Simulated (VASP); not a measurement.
Here is a VASP 6.6.1 calculation.

The input INCAR:

```
ALGO = Normal
EDIFF = 1E-7
ENCUT = 520
GGA = PS
ISIF = 2
ISMEAR = 0
LASPH = True
LCHARG = False
LREAL = False
LWAVE = False
NBANDS = 23
NELM = 100
PREC = Accurate
SIGMA = 0.1
```

File KPOINTS:

```
k-points
0
Gamma
  12 12 8
```

Contents of POSCAR:

```
SbPt
1.0
    4.2640847928      0.0000000000      0.0000000000
   -2.1320423964      3.6928057545      0.0000000000
    0.0000000000      0.0000000000      5.5457047366
Sb Pt
2 2
Direct
    0.3333333333      0.6666666667      0.2500000000
    0.6666666667      0.3333333333      0.7500000000
    0.0000000000      0.0000000000      0.0000000000
    0.0000000000      0.0000000000      0.5000000000
```

Potentials or basis: VASP PAW PBE potentials, release 64 (Sb, Pt).

Command:

```console
$ cat potpaw_PBE.64/Sb/POTCAR potpaw_PBE.64/Pt/POTCAR > POTCAR
$ mpirun -np 1 vasp_std > vasp.out
```

Predict the pressure.

-7.3 GPa.

Estimate the band gap on the k mesh.

zero (bands 15 and 16 overlap by 3.76 eV).

Caveat: the cell stands under tension; the PAW data sets were made with another functional, which shifts forces and pressure a little; spin-orbit coupling is left out, which moves the levels of the heavy elements.
